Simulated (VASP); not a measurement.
WC: single point with PBEsol

Crystal: WC.

```
CELL_PARAMETERS angstrom
2.90050 -0.04351 -0.04351
-1.48793 2.53366 -0.01592
-0.04244 -0.04244 2.82900
ATOMIC_POSITIONS crystal
W 0.00000 0.00000 0.00000
C 0.66667 0.33333 0.50000
```

This cell differs from its parent crystal: equal xy, yz and zx shear strains of -3 %.

```yaml
Program: VASP 6.6.1
Task: single point
Functional: PBEsol
Potentials_or_basis: VASP PAW PBE potentials, release 64 (W_sv, C)
Cutoff: 520 eV
k_mesh: 13 × 13 × 12
Occupations: fermi-dirac, width 0.05 eV
Spin: no spin polarisation
```

```yaml
Pressure: 1.6 GPa
Largest_force: 0.233 eV/Å
Band_gap_on_the_k_mesh: zero (bands 9 and 10 overlap by 1.16 eV)
```

Forces on the atoms (eV/Å):
```
W   -0.226 -0.001 -0.058
C    0.226  0.001  0.058
```

Stress tensor (GPa, compression positive):
```
1.49 7.94 9.98
7.94 1.70 9.95
9.98 9.95 1.60
```

Levels at points of the mesh, in eV from the Fermi level:
```
           k point  band 7  band 8  band 9  band 10  band 11  band 12
(0.00, 0.00, 0.00)   -3.62   -3.14    0.11     3.13     3.18     5.61
(0.00, 0.00, 0.50)   -2.12   -1.99   -0.89    -0.33     3.72     4.34
```

Run time: 4.1 min on 1 thread of AMD EPYC 7R43 64-Core Processor (Zen 3), with other jobs on the host, peak memory 0.38 GiB.

Caveat: the cell differs from its parent crystal (equal xy, yz and zx shear strains of -3 %); the PAW data sets were made with another functional, which shifts forces and pressure a little; spin-orbit coupling is left out, which moves the levels of the heavy elements.
